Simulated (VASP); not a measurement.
# NaCl (I4/mmm) in VASP: notebook

NaCl is run at these levels: HSE06; tasks: single point.

All numbers are computed with VASP 6.6.1; they aren't measurements. Logs are shortened: lines on timing, memory, paths and dates and some standing lists are left out, and cuts for length are marked.

### 1 The cell of the first run

Symmetry: I4/mmm, No. 139, tetragonal system. The conventional cell has a = 3.845 Å, b = 3.845 Å, c = 5.679 Å, α = 90.00°, β = 90.00°, γ = 90.00°. Na (site symmetry 4/mmm) has 6 Cl at 2.72 to 2.84 Å within 3.6 Å. Within 3.6 Å of Cl (site symmetry 4/mmm) lie 6 Na at 2.72 to 2.84 Å.

### 2 Single point, HSE06 (epitaxial xy strain -3.0%)

The input, POSCAR:

```
NaCl
1.0
    0.0000000000      2.7186178606      2.8393271002
    2.7186178606      0.0000000000      2.8393271002
    2.7186178606      2.7186178606      0.0000000000
Na Cl
1 1
Direct
    0.0000000000      0.0000000000      0.0000000000
    0.5000000000      0.5000000000      0.5000000000
```

The input, INCAR.step1:

```
SYSTEM = NaCl
PREC = Accurate
ENCUT = 520
EDIFF = 1E-5
ISMEAR = 0
SIGMA = 0.01
LREAL = .False.
LASPH = .True.
NELM = 80
ALGO = Normal
ISIF = 2
LWAVE = .True.
LCHARG = .False.
GGA = PE
NBANDS = 14
```

The input, INCAR.step2:

```
SYSTEM = NaCl
PREC = Accurate
ENCUT = 520
EDIFF = 1E-6
ISMEAR = 0
SIGMA = 0.01
LREAL = .False.
LASPH = .True.
NELM = 80
ALGO = Normal
ISIF = 2
LWAVE = .False.
LCHARG = .False.
GGA = PE
LHFCALC = .True.
HFSCREEN = 0.2079
PRECFOCK = Normal
ISTART = 1
NBANDS = 14
```

The input, KPOINTS:

```
regular mesh
0
Gamma
  6 6 6
  0 0 0
```

Potentials or basis: VASP PAW PBE potentials, release 64 (Na_pv, Cl).

On the command line:

```console
$ cat potpaw_PBE.64/Na_pv/POTCAR potpaw_PBE.64/Cl/POTCAR > POTCAR
$ cp INCAR.step1 INCAR
$ mpirun -np 1 vasp_std > vasp.out
$ cp INCAR.step2 INCAR
$ mpirun -np 1 vasp_std > vasp.out
```

OUTCAR:

```text
SYSTEM = NaCl
   PREC = Accurate
   ENCUT = 520
   EDIFF = 1E-6
   ISMEAR = 0
   LREAL = .False.
   LASPH = .True.
   NELM = 80
   ISIF = 2
   GGA = PE
   LHFCALC = .True.
   HFSCREEN = 0.2079
   PRECFOCK = Normal
   ISTART = 1

 ion  position               nearest neighbor table
   1  0.000  0.000  0.000-   2 2.72   2 2.72   2 2.72   2 2.72
   2  0.500  0.500  0.500-   1 2.72   1 2.72   1 2.72   1 2.72

  LATTYP: Found a body centered tetragonal cell.
 ALAT       =     3.8447062494
 C/A-ratio  =     1.4770060005

  Lattice vectors:

 A1 = (  -2.7186178606,   0.0000000000,   2.8393271002)
 A2 = (   2.7186178606,   0.0000000000,   2.8393271002)
 A3 = (   0.0000000000,   2.7186178606,  -2.8393271002)

Analysis of symmetry for initial positions (statically):
=====================================================================
 Subroutine PRICEL returns:
 Original cell was already a primitive cell.

 Routine SETGRP: Setting up the symmetry group for a
 body centered tetragonal supercell.

 Subroutine GETGRP returns: Found 16 space group operations
 (whereof 16 operations were pure point group operations)
 out of a pool of 16 trial point group operations.

The static configuration has the point symmetry D_4h.

Analysis of symmetry for dynamics (positions and initial velocities):
=====================================================================
 Subroutine PRICEL returns:
 Original cell was already a primitive cell.

 Routine SETGRP: Setting up the symmetry group for a
 body centered tetragonal supercell.

 Subroutine GETGRP returns: Found 16 space group operations
 (whereof 16 operations were pure point group operations)
 out of a pool of 16 trial point group operations.

The dynamic configuration has the point symmetry D_4h.

 Subroutine INISYM returns: Found 16 space group operations
 (whereof 16 operations are pure point group operations),
 and found     1 'primitive' translations

----------------------------------------------------------------------------------------

                                     Primitive cell

  volume of cell :      41.9703

  direct lattice vectors                    reciprocal lattice vectors
     0.000000000  2.718617861  2.839327100    -0.183916985  0.183916985  0.176098062
     2.718617861  0.000000000  2.839327100     0.183916985 -0.183916985  0.176098062
     2.718617861  2.718617861  0.000000000     0.183916985  0.183916985 -0.176098062

  length of vectors
     3.930987338  3.930987338  3.844706249     0.314104190  0.314104190  0.314104190

  position of ions in fractional coordinates (direct lattice)
     0.000000000  0.000000000  0.000000000
     0.500000000  0.500000000  0.500000000

  ion indices of the primitive-cell ions
   primitive index   ion index
                 1           1
                 2           2

----------------------------------------------------------------------------------------

 KPOINTS: regular mesh

Automatic generation of k-mesh.
 Grid dimensions read from file:
 generate k-points for:    6    6    6

 Generating k-lattice:

  Cartesian coordinates                     Fractional coordinates (reciprocal lattice)
    -0.030652831  0.030652831  0.029349677     0.166666667  0.000000000  0.000000000
     0.030652831 -0.030652831  0.029349677     0.000000000  0.166666667  0.000000000
     0.030652831  0.030652831 -0.029349677     0.000000000  0.000000000  0.166666667

  Length of vectors
     0.052350698  0.052350698  0.052350698

  Shift w.r.t. Gamma in fractional coordinates (k-lattice)
     0.000000000  0.000000000  0.000000000

 Subroutine IBZKPT returns following result:
 ===========================================

 Found     30 irreducible k-points:

 Following reciprocal coordinates:
            Coordinates               Weight
  0.000000  0.000000  0.000000      1.000000
  0.166667  0.000000  0.000000      8.000000
  0.333333  0.000000  0.000000      8.000000
  0.500000  0.000000  0.000000      4.000000
  0.166667  0.166667  0.000000      2.000000
  0.333333  0.166667  0.000000      8.000000
[... 16 lines left out ...]
  0.333333  0.000000  0.333333      4.000000
  0.500000  0.000000  0.333333     16.000000
 [... further k-points ...]
   k-points           NKPTS =     30   k-points in BZ     NKDIM =    216   number of bands    NBANDS=     14
   number of dos      NEDOS =    301   number of ions     NIONS =      2
   total plane-waves  NPLWV =  27000
   dimension x,y,z NGX =    30 NGY =   30 NGZ =   30
   dimension x,y,z NGXF=    60 NGYF=   60 NGZF=   60
   ions per type =               1   1
   NGX,Y,Z   is equivalent  to a cutoff of  12.69, 12.69, 12.97 a.u.
   NGXF,Y,Z  is equivalent  to a cutoff of  25.37, 25.37, 25.94 a.u.
 SYSTEM =  NaCl
   PREC   = accura    normal or accurate (medium, high low for compatibility)
   ISTART =      1    job   : 0-new  1-cont  2-samecut
   ICHARG =      0    charge: 1-file 2-atom 10-const
   ISPIN  =      1    spin polarized calculation?
   LNONCOLLINEAR =      F non collinear calculations
   LSORBIT =      F    spin-orbit coupling
   LASPH  =      T    aspherical Exc in radial PAW
   ENCUT  =  520.0 eV  38.22 Ry    6.18 a.u.   7.31  7.31  7.15*2*pi/ulx,y,z
   NELM   =     80;   NELMIN=  2; NELMDL=  0     # of ELM steps
   EDIFF  = 0.1E-05   stopping-criterion for ELM
   LREAL  =      F    real-space projection
   EDIFFG = 0.1E-04   stopping-criterion for IOM
   NSW    =      0    number of steps for IOM
   IBRION =     -1    ionic relax: 0-MD 1-quasi-New 2-CG
   NFREE  =      0    steps in history (QN), initial steepest desc. (CG)
   ISIF   =      2    stress and relaxation
   ISYM   =      3    0-nonsym 1-usesym 2-fastsym
   POTIM  = 0.5000    time-step for ionic-motion
   TEBEG  =    0.0;   TEEND  =   0.0 temperature during run
   PSTRESS=    0.0 pullay stress
   NELECT =      14.0000    total number of electrons
   NUPDOWN=      -1.0000    fix difference up-down
   EMIN   =  10.00;   EMAX   =-10.00  energy-range for DOS
   EFERMI =   0.00;   METHOD = LEGACY
   ISMEAR =     0;   SIGMA  =   0.01  broadening in eV -4-tet -1-fermi 0-gaus
   EFERMI_NEDOS =   21; number of points for ismear=-14 and -15
   IALGO  =     38    algorithm
   IMIX   =      1    mixing-type and parameters
     AMIX     =   0.40;   BMIX     =  1.00
     AMIX_MAG =   1.60;   BMIX_MAG =  1.00
  volume/ion in A,a.u.               =      20.99       141.61
  Fermi-wavevector in a.u.,A,eV,Ry     =   1.135369  2.145536 17.538755  1.289062
  Thomas-Fermi vector in A             =   2.272073
   LORBIT       =      0    0 simple, 1 ext, 2 COOP (PROOUT), +10 PAW based schemes
   GGA     = PE    functional components
   LHFCALC =     T    Hartree Fock is set to
   PRECFOCK=normal    Normal, Fast or Accurate (Low or Medium for compatibility)
   ENCUT4O =  -1.0   cutoff for four orbital integrals eV
   NKREDX  =     1    reduce k-point grid by
   NKREDY  =     1    reduce k-point grid by
   NKREDZ  =     1    reduce k-point grid by
   AEXX    =    0.2500 exact exchange contribution
   HFSCREEN=    0.2079 screening length (either q_TF or 0.3 A-1)
   HFSCREENC=   0.2079 screening length for correlation (either q_TF or 0.3 A-1)
   ENCUTFOCK=  -1.0 apply spherical cutoff to Coloumb kernel
   IVDW    =     0    specifies the selected vdW correction
   LEPSILON=     F    determine dielectric tensor
   LRPA    =     F    only Hartree local field effects (RPA)
 non-spin polarized calculation
 Gauss-broadening in eV      SIGMA  =   0.01
  energy-cutoff  :      520.00
  volume of cell :       41.97
 maximum number of plane-waves:      1142
 NGX is ok and might be reduce to    30
  NGX = 24; NGY = 24; NGZ = 24

 number of electron      14.0000005 magnetization

 Free energy of the ion-electron system (eV)
  ---------------------------------------------------
  ext. energy  EPLUGINS =         0.00000000
  ---------------------------------------------------
  free energy    TOTEN  =        -7.84738579 eV

  energy without entropy =       -7.84738579  energy(sigma->0) =       -7.84738579

 E-fermi :  -1.2225     XC(G=0):  -7.0234

 val. band max:       -1.3104252342   @ k =   0.0000   0.0000   0.0000
 cond. band min:       5.4321612429   @ k =   0.0000   0.0000   0.0000
 fundamental gap:      6.7425864771
 Fermi energy:        -1.2224691824

 k-point     1 :       0.0000    0.0000    0.0000
  band No.  band energies     occupation
      1     -24.0836      2.00000
      2     -24.0814      2.00000
      3     -24.0814      2.00000
      4     -15.3514      2.00000
      5      -1.3379      2.00000
      6      -1.3379      2.00000
      7      -1.3104      2.00000
      8       5.4322      0.00000
      9      11.1501      0.00000
     10      11.4960      0.00000
     11      11.4960      0.00000
     12      13.4930      0.00000
     13      14.0846      0.00000
     14      15.2448      0.00000

 k-point     2 :       0.1667    0.0000    0.0000
  band No.  band energies     occupation
      1     -24.0918      2.00000
      2     -24.0838      2.00000
      3     -24.0816      2.00000
      4     -15.2460      2.00000
      5      -2.0168      2.00000
      6      -1.4161      2.00000
      7      -1.4115      2.00000
      8       6.2974      0.00000
      9      10.5584      0.00000
     10      11.5604      0.00000
     11      11.8567      0.00000
     12      13.2716      0.00000
     13      13.6887      0.00000
     14      16.6489      0.00000
[... 343 lines left out ...]
      1     -24.1035      2.00000
      2     -24.0909      2.00000
      3     -24.0903      2.00000
      4     -14.9482      2.00000
      5      -2.9859      2.00000
      6      -1.9747      2.00000
      7      -1.8436      2.00000
      8       8.0914      0.00000
      9       8.5148      0.00000
     10      11.2234      0.00000
     11      13.7478      0.00000
     12      14.0756      0.00000
     13      15.2022      0.00000
     14      19.7008      0.00000

 k-point    24 :       0.5000    0.0000    0.3333
  band No.  band energies     occupation
      1     -24.1067      2.00000
      2     -24.0948      2.00000
      3     -24.0913      2.00000
      4     -14.8518      2.00000
      5      -3.1568      2.00000
      6      -2.2868      2.00000
      7      -1.9708      2.00000
      8       8.2424      0.00000
      9       8.8025      0.00000
     10      11.2521      0.00000
     11      13.6525      0.00000
     12      14.9441      0.00000
     13      16.9609      0.00000
     14      18.0166      0.00000

 [... further k-points ...]

------------------------ aborting loop because EDIFF is reached ----------------------------------------

  FORCE on cell =-STRESS in cart. coord.  units (eV):
  Direction    XX          YY          ZZ          XY          YZ          ZX
  --------------------------------------------------------------------------------------
  -------------------------------------------------------------------------------------
  Total        0.8285839      0.8285839      0.2020998      0.0000000      0.0000000     -0.0000000
  in kB       31.6304448     31.6304448      7.7149792      0.0000000      0.0000000     -0.0000000
  external PRESSURE =      23.6586229 kB  Pullay stress =       0.0000000 kB

 VOLUME and BASIS-vectors are now :
 -----------------------------------------------------------------------------
  energy-cutoff  :      520.00
  volume of cell :       41.97
      direct lattice vectors                 reciprocal lattice vectors
     0.000000000  2.718617861  2.839327100    -0.183916985  0.183916985  0.176098062
     2.718617861  0.000000000  2.839327100     0.183916985 -0.183916985  0.176098062
     2.718617861  2.718617861  0.000000000     0.183916985  0.183916985 -0.176098062

 POSITION                                       TOTAL-FORCE (eV/Angst)
 -----------------------------------------------------------------------------------
      0.00000      0.00000      0.00000         0.000000      0.000000     -0.000000
      2.71862      2.71862      2.83933         0.000000      0.000000      0.000000
 -----------------------------------------------------------------------------------
    total drift:                               -0.000000      0.000000     -0.000001

  FREE ENERGIE OF THE ION-ELECTRON SYSTEM (eV)
  ---------------------------------------------------
  free  energy   TOTEN  =        -7.8473857935 eV

  energy  without entropy=       -7.8473857935  energy(sigma->0) =       -7.84738579
```

It took 47 min on 1 thread of Intel Xeon Platinum 8259CL at 2.50GHz (Skylake/Cascade Lake), shared host; peak memory 0.28 GiB.

What came out:

| Property | Result |
| --- | --- |
| Free energy | -7.8474 eV |
| Pressure | 2.4 GPa |
| Band gap on the k mesh | 6.74 eV |

Levels at points of the mesh, in eV from the valence-band top:
| k point | band 3 | band 4 | band 5 | band 6 | band 7 | band 8 | band 9 | band 10 | band 11 | band 12 |
| --- | --- | --- | --- | --- | --- | --- | --- | --- | --- | --- |
| (0.00, 0.00, 0.00) | -22.77 | -14.04 | -0.03 | -0.03 | 0.00 | 6.74 | 12.46 | 12.81 | 12.81 | 14.80 |
| (0.50, 0.00, 0.00) | -22.77 | -13.60 | -2.29 | -0.38 | -0.31 | 8.73 | 12.44 | 12.80 | 12.91 | 17.03 |
| (0.50, 0.50, 0.00) | -22.78 | -13.57 | -2.02 | -0.66 | -0.66 | 9.22 | 9.46 | 13.11 | 17.30 | 17.30 |
| (0.50, 0.00, 0.50) | -22.78 | -13.52 | -1.98 | -0.85 | -0.69 | 9.18 | 9.29 | 13.53 | 16.67 | 17.29 |

Caveat: the cell differs from its parent crystal (epitaxial xy strain -3.0%); the PAW data sets were made with another functional, which shifts forces and pressure a little.

### 3 Single point, HSE06 (epitaxial xy strain +2.0%)

The input, POSCAR:

```
NaCl
1.0
    0.0000000000      2.8587528019      2.7831063769
    2.8587528019      0.0000000000      2.7831063769
    2.8587528019      2.8587528019      0.0000000000
Na Cl
1 1
Direct
    0.0000000000      0.0000000000      0.0000000000
    0.5000000000      0.5000000000      0.5000000000
```

The input, INCAR.step1:

```
ALGO     = Normal         # electronic algorithm
EDIFF    = 1E-5           # SCF threshold, eV
ENCUT    = 520            # plane-wave cutoff, eV
GGA      = PE             # functional
ISIF     = 2              # what is computed and relaxed
ISMEAR   = 0              # smearing method
LASPH    = T              # aspherical terms in the spheres
LREAL    = F              # projectors in reciprocal space
LWAVE    = T              # write WAVECAR
NBANDS   = 14             # bands
NELM     = 80             # most SCF steps
PREC     = Accurate       # precision mode
SIGMA    = 0.01           # smearing width, eV
```

The input, INCAR.step2:

```
ALGO     = Normal         # electronic algorithm
EDIFF    = 1E-6           # SCF threshold, eV
ENCUT    = 520            # plane-wave cutoff, eV
GGA      = PE             # functional
HFSCREEN = 0.2079         # screening, 1/A
ISIF     = 2              # what is computed and relaxed
ISMEAR   = 0              # smearing method
ISTART   = 1            
LASPH    = T              # aspherical terms in the spheres
LCHARG   = T              # write CHGCAR
LELF     = T              # ELF
LHFCALC  = T              # exact exchange
LREAL    = F              # projectors in reciprocal space
LVHAR    = T            
LWAVE    = F              # write WAVECAR
NBANDS   = 14             # bands
NELM     = 80             # most SCF steps
PREC     = Accurate       # precision mode
PRECFOCK = Normal       
SIGMA    = 0.01           # smearing width, eV
```

The input, KPOINTS:

```
k-points
0
Gamma
  6 6 6
```

Potentials or basis: VASP PAW PBE potentials, release 64 (Na_pv, Cl).

On the command line:

```console
$ cat potpaw_PBE.64/Na_pv/POTCAR potpaw_PBE.64/Cl/POTCAR > POTCAR
$ cp INCAR.step1 INCAR
$ mpirun -np 1 vasp_std > vasp.out
$ cp INCAR.step2 INCAR
$ mpirun -np 1 vasp_std > vasp.out
```

Run time: 24 min. Hardware: 1 thread of AMD EPYC 7R13 (Zen 3), shared host; peak memory 0.26 GiB.

It converged, with:

| Item | Value |
| --- | --- |
| Free energy | -7.8757 eV |
| Pressure | -0.1 GPa |
| Band gap on the k mesh | 6.41 eV |

Stress tensor (GPa, compression positive):
```
-0.45  0.00  0.00
 0.00 -0.45  0.00
 0.00  0.00  0.61
```

Levels at points of the mesh, in eV from the valence-band top:
```tsv
k point	band 4	band 5	band 6	band 7	band 8	band 9	band 10	band 11
(0.00, 0.00, 0.00)	-13.83	-0.03	0.00	0.00	6.41	12.53	12.53	12.72
(0.50, 0.00, 0.00)	-13.48	-2.00	-0.30	-0.27	8.58	12.11	12.31	12.60
(0.50, 0.50, 0.00)	-13.41	-1.74	-0.67	-0.67	8.94	9.34	12.95	16.22
(0.50, 0.00, 0.50)	-13.43	-1.75	-0.66	-0.57	8.94	9.45	12.68	16.21
```

Caveat: the cell differs from its parent crystal (epitaxial xy strain +2.0%); the PAW data sets were made with another functional, which shifts forces and pressure a little.
